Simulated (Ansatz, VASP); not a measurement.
Sb in VASP and in Ansatz

```
Sb
1.0
     2.15060    1.24165    3.74400
    -2.15060    1.24165    3.74400
     0.00000   -2.48330    3.74400
Sb
2
Direct
  0.23364 0.23364 0.23364
  0.76636 0.76636 0.76636
```

Alike in both runs: task single point; functional PBE; k mesh 12 × 12 × 12; occupations gaussian, width 0.15 eV; no spin polarisation.

```csv
,VASP,Ansatz
version,VASP 6.6.1,Ansatz 0.2.0
potentials or method,"VASP PAW PBE potentials, release 64 (Sb_d_GW), cutoff 500 eV","scalar-relativistic, plane waves, PAW"
valence electrons in the cell,30,30
```

Ansatz gave:

```
gap on the k mesh at the Fermi level (eV)                     : none
pressure (GPa)                                                : 3.1
traceless stress, the component that is largest in VASP (GPa) : -0.33
rms of the force components (eV/Å)                            : 0.126
```

**Question.** What did VASP give for the same quantities?

**Answer.** gap on the k mesh at the Fermi level (eV): none; pressure (GPa): 3.1; traceless stress, the component that is largest in VASP (GPa): -0.33; rms of the force components (eV/Å): 0.128.

Atom by atom the forces differ by 0.001 eV/Å (rms over components). A gap of «none» marks a metal or a gap that the smearing closes. With one functional, cell and mesh, what is left measures potentials, basis and numerics.

Spin-orbit coupling is off throughout.
